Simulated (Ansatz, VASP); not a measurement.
## One calculation of BaTiO3, two programs

```
CELL_PARAMETERS angstrom
2.86307 1.65299 2.35630
-2.86307 1.65299 2.35630
0.00000 -3.30599 2.35630
ATOMIC_POSITIONS crystal
Ba 0.04739 0.04739 0.04739
Ti 0.51919 0.51919 0.51919
O 0.48839 0.48839 0.97777
O 0.48839 0.97777 0.48839
O 0.97777 0.48839 0.48839
```

Alike in both runs: task single point; functional PBE; k mesh 6 × 6 × 6; occupations methfessel-paxton of order 1, width 0.05 eV; no spin polarisation.

```csv
,VASP,Ansatz
version,VASP 6.6.1,Ansatz 0.2.0
potentials or method,"VASP PAW PBE potentials, release 64 (Ba_sv, Ti_sv, O), cutoff 520 eV","scalar-relativistic, plane waves, PAW"
valence electrons in the cell,40,40
```

```csv
,VASP,Ansatz,Ansatz less VASP
gap on the k mesh at the Fermi level (eV),2.58,2.60,+0.023
pressure (GPa),5.0,3.1,-1.87
"traceless stress, the component that is largest in VASP (GPa)",3.02,2.76,-0.257
rms of the force components (eV/Å),0.665,0.589,-0.0755
```

Atom by atom the forces differ by 0.094 eV/Å (rms over components).

Neither program's run includes spin-orbit coupling.
